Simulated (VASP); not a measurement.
# LiCl (Fm-3m) in VASP: notebook, part 2 of 2

VASP 6.6.1.

## (4) Single point, HSE06

POSCAR reads:

```
LiCl
1.0
    0.0000000000      2.5560369945      2.5560369945
    2.5560369945      0.0000000000      2.5560369945
    2.5560369945      2.5560369945      0.0000000000
Li Cl
1 1
Direct
    0.0000000000      0.0000000000      0.0000000000
    0.5000000000      0.5000000000      0.5000000000
```

INCAR.step1 reads:

```
ALGO     = Normal         # electronic algorithm
EDIFF    = 1E-5           # SCF threshold, eV
ENCUT    = 520            # plane-wave cutoff, eV
GGA      = PE             # functional
ISIF     = 2              # what is computed and relaxed
ISMEAR   = 0              # smearing method
LASPH    = T              # aspherical terms in the spheres
LREAL    = F              # projectors in reciprocal space
LWAVE    = T              # write WAVECAR
NBANDS   = 12             # bands
NELM     = 60             # most SCF steps
PREC     = Accurate       # precision mode
SIGMA    = 0.01           # smearing width, eV
```

INCAR.step2 reads:

```
ALGO     = Normal         # electronic algorithm
EDIFF    = 1E-6           # SCF threshold, eV
ENCUT    = 520            # plane-wave cutoff, eV
GGA      = PE             # functional
HFSCREEN = 0.2079         # screening, 1/A
ISIF     = 2              # what is computed and relaxed
ISMEAR   = 0              # smearing method
ISTART   = 1            
LASPH    = T              # aspherical terms in the spheres
LCHARG   = T              # write CHGCAR
LELF     = T              # ELF
LHFCALC  = T              # exact exchange
LREAL    = F              # projectors in reciprocal space
LVHAR    = T            
LWAVE    = F              # write WAVECAR
NBANDS   = 12             # bands
NELM     = 60             # most SCF steps
PREC     = Accurate       # precision mode
PRECFOCK = Normal       
SIGMA    = 0.01           # smearing width, eV
```

KPOINTS reads:

```
k-points
0
Gamma
  4 4 4
```

Run with:

```
$ cat potpaw_PBE.64/Li_sv/POTCAR potpaw_PBE.64/Cl/POTCAR > POTCAR
$ cp INCAR.step1 INCAR
$ mpirun -np 1 vasp_std > vasp.out
$ cp INCAR.step2 INCAR
$ mpirun -np 1 vasp_std > vasp.out
```

Run time: 3.2 min. Hardware: 1 thread of Intel Xeon 8259CL, shared host; peak memory 0.25 GiB.

It converged, with:

```
Free energy            : -8.4539 eV
Band gap on the k mesh : 7.80 eV
```

Levels at points of the mesh, in eV from the valence-band top:
| k point | band 3 | band 4 | band 5 | band 6 | band 7 | band 8 |
| --- | --- | --- | --- | --- | --- | --- |
| (0.00, 0.00, 0.00) | 0.00 | 0.00 | 0.00 | 7.80 | 13.47 | 13.47 |
| (0.50, 0.00, 0.00) | -3.09 | -0.29 | -0.29 | 8.14 | 11.00 | 11.00 |
| (0.50, 0.50, 0.00) | -3.16 | -1.21 | -1.21 | 9.32 | 9.61 | 14.23 |

Caveat: the k points lie up to 0.53 Å⁻¹ apart; the cutoff is under 1.25 times the usual one of these potentials, so pressure, stress and relaxed cells hold a basis-set (Pulay) error; the PAW data sets were made with another functional, which shifts forces and pressure a little. A k mesh can miss the band edges.

## (5) Single point, PBE-based screened hybrid with 15 % exact exchange

POSCAR is that of step 4.

INCAR.step1 reads:

```
SYSTEM = LiCl
PREC = Accurate ; ENCUT = 520
EDIFF = 1E-5 ; ISMEAR = 0
SIGMA = 0.01 ; LREAL = .False.
LASPH = .True. ; NELM = 80
ALGO = Normal ; ISIF = 2
LWAVE = .True. ; NBANDS = 12
GGA = PE
```

INCAR.step2 reads:

```
SYSTEM = LiCl
PREC = Accurate ; ENCUT = 520
EDIFF = 1E-6 ; ISMEAR = 0
SIGMA = 0.01 ; LREAL = .False.
LASPH = .True. ; NELM = 80
ALGO = Normal ; ISIF = 2
LWAVE = .False. ; LCHARG = .True.
GGA = PE ; LHFCALC = .True.
AEXX = 0.15 ; HFSCREEN = 0.3
PRECFOCK = Normal ; LELF = .True.
LVHAR = .True. ; NBANDS = 12
ISTART = 1
```

KPOINTS reads:

```
regular mesh
0
Gamma
  4 4 4
  0 0 0
```

Potentials or basis: VASP PAW PBE potentials, release 64 (Li_sv, Cl).

Run with:

```
$ cat potpaw_PBE.64/Li_sv/POTCAR potpaw_PBE.64/Cl/POTCAR > POTCAR
$ cp INCAR.step1 INCAR
$ mpirun -np 1 vasp_std > vasp.out
$ cp INCAR.step2 INCAR
$ mpirun -np 1 vasp_std > vasp.out
```

OUTCAR:

```text
SYSTEM = LiCl
   PREC = Accurate
   ENCUT = 520
   EDIFF = 1E-6
   ISMEAR = 0
   LREAL = .False.
   LASPH = .True.
   NELM = 80
   ISIF = 2
   GGA = PE
   LHFCALC = .True.
   AEXX = 0.15
   HFSCREEN = 0.3
   PRECFOCK = Normal
   ISTART = 1

 ion  position               nearest neighbor table
   1  0.000  0.000  0.000-   2 2.56   2 2.56   2 2.56   2 2.56   2 2.56   2 2.56
   2  0.500  0.500  0.500-   1 2.56   1 2.56   1 2.56   1 2.56   1 2.56   1 2.56

  LATTYP: Found a face centered cubic cell.
 ALAT       =     5.1120739890

  Lattice vectors:

 A1 = (   0.0000000000,   2.5560369945,   2.5560369945)
 A2 = (   2.5560369945,   0.0000000000,   2.5560369945)
 A3 = (   2.5560369945,   2.5560369945,   0.0000000000)

Analysis of symmetry for initial positions (statically):
=====================================================================
 Subroutine PRICEL returns:
 Original cell was already a primitive cell.

 Routine SETGRP: Setting up the symmetry group for a
 face centered cubic supercell.

 Subroutine GETGRP returns: Found 48 space group operations
 (whereof 48 operations were pure point group operations)
 out of a pool of 48 trial point group operations.

The static configuration has the point symmetry O_h .

Analysis of symmetry for dynamics (positions and initial velocities):
=====================================================================
 Subroutine PRICEL returns:
 Original cell was already a primitive cell.

 Routine SETGRP: Setting up the symmetry group for a
 face centered cubic supercell.

 Subroutine GETGRP returns: Found 48 space group operations
 (whereof 48 operations were pure point group operations)
 out of a pool of 48 trial point group operations.

The dynamic configuration has the point symmetry O_h .

 Subroutine INISYM returns: Found 48 space group operations
 (whereof 48 operations are pure point group operations),
 and found     1 'primitive' translations

----------------------------------------------------------------------------------------

[... 113 lines left out ...]
   LRPA    =     F    only Hartree local field effects (RPA)
 non-spin polarized calculation
 Gauss-broadening in eV      SIGMA  =   0.01
  energy-cutoff  :      520.00
  volume of cell :       33.40
 maximum number of plane-waves:       934
 NGX is ok and might be reduce to    28
  NGX = 24; NGY = 24; NGZ = 24

 number of electron      10.0000003 magnetization

 Free energy of the ion-electron system (eV)
  ---------------------------------------------------
  ext. energy  EPLUGINS =         0.00000000
  ---------------------------------------------------
  free energy    TOTEN  =        -7.91353076 eV

  energy without entropy =       -7.91353076  energy(sigma->0) =       -7.91353076

 E-fermi :   0.3590     XC(G=0):  -7.9713

 val. band max:        0.1752144771   @ k =   0.0000   0.0000   0.0000
 cond. band min:       7.2612543604   @ k =   0.0000   0.0000   0.0000
 fundamental gap:      7.0860398834
 Fermi energy:         0.3589835029

 k-point     1 :       0.0000    0.0000    0.0000
  band No.  band energies     occupation
      1     -44.9650      2.00000
      2     -13.9893      2.00000
      3       0.1752      2.00000
      4       0.1752      2.00000
      5       0.1752      2.00000
      6       7.2613      0.00000
      7      12.8709      0.00000
      8      12.8709      0.00000
      9      12.8709      0.00000
     10      15.6107      0.00000
     11      15.6108      0.00000
     12      15.6126      0.00000
[... 91 lines left out ...]
 k-point     8 :      -0.2500    0.5000    0.2500
  band No.  band energies     occupation
      1     -44.9608      2.00000
      2     -13.1197      2.00000
      3      -2.0586      2.00000
      4      -2.0586      2.00000
      5      -0.9448      2.00000
      6      10.5123      0.00000
      7      11.1114      0.00000
      8      11.3898      0.00000
      9      11.3898      0.00000
     10      17.0753      0.00000
     11      17.0753      0.00000
     12      19.8839      0.00000

------------------------ aborting loop because EDIFF is reached ----------------------------------------

  FORCE on cell =-STRESS in cart. coord.  units (eV):
  Direction    XX          YY          ZZ          XY          YZ          ZX
  --------------------------------------------------------------------------------------
  -------------------------------------------------------------------------------------
  Total        0.0777339      0.0777339      0.0777339     -0.0000000     -0.0000000      0.0000000
  in kB        3.7289744      3.7289744      3.7289744     -0.0000000     -0.0000000      0.0000000
  external PRESSURE =       3.7289744 kB  Pullay stress =       0.0000000 kB

 VOLUME and BASIS-vectors are now :
 -----------------------------------------------------------------------------
  energy-cutoff  :      520.00
  volume of cell :       33.40
      direct lattice vectors                 reciprocal lattice vectors
     0.000000000  2.556036994  2.556036994    -0.195615322  0.195615322  0.195615322
     2.556036994  0.000000000  2.556036994     0.195615322 -0.195615322  0.195615322
     2.556036994  2.556036994  0.000000000     0.195615322  0.195615322 -0.195615322

 POSITION                                       TOTAL-FORCE (eV/Angst)
 -----------------------------------------------------------------------------------
      0.00000      0.00000      0.00000         0.000000      0.000000      0.000000
      2.55604      2.55604      2.55604         0.000000      0.000000     -0.000000
 -----------------------------------------------------------------------------------
    total drift:                               -0.000001      0.000000      0.000000

  FREE ENERGIE OF THE ION-ELECTRON SYSTEM (eV)
  ---------------------------------------------------
  free  energy   TOTEN  =        -7.9135307612 eV

  energy  without entropy=       -7.9135307612  energy(sigma->0) =       -7.91353076
```

Wall time 3 min (1 thread of Intel Xeon 8259CL, shared host); peak memory 0.26 GiB.

Results:

```yaml
Free_energy: -7.9135 eV
Band_gap_on_the_k_mesh: 7.09 eV
```

Caveat: the k points lie up to 0.53 Å⁻¹ apart; the cutoff is under 1.25 times the usual one of these potentials, so pressure, stress and relaxed cells hold a basis-set (Pulay) error; the PAW data sets were made with another functional, which shifts forces and pressure a little.

## (6) Overview

```tsv
level	k mesh	smearing	grid for exact exchange (PRECFOCK)	share of exact exchange	screening parameter	gap on the mesh (eV)
PBE	6 × 6 × 6	gaussian 0.01 eV	-	-	-	6.40
PBE	6 × 6 × 6	gaussian 0.05 eV	-	-	-	6.40
HSE06	4 × 4 × 4	gaussian 0.01 eV	Normal	0.25	0.2079 1/Å	7.80
PBE-based screened hybrid with 15 % exact exchange	4 × 4 × 4	gaussian 0.01 eV	Normal	0.15	0.3 1/Å	7.09
```

Alike in all rows: task single point; potentials or basis VASP PAW PBE potentials, release 64 (Li_sv, Cl); no spin polarisation; cell as given; cutoff (eV) 520.

Caveats: some runs use coarse meshes; the cutoff is under 1.25 times the usual one of these potentials, so pressure, stress and relaxed cells hold a basis-set (Pulay) error; the PAW data sets were made with another functional, which shifts forces and pressure a little (at least some runs).

Absolute energies hang on the potentials; compare differences alone.
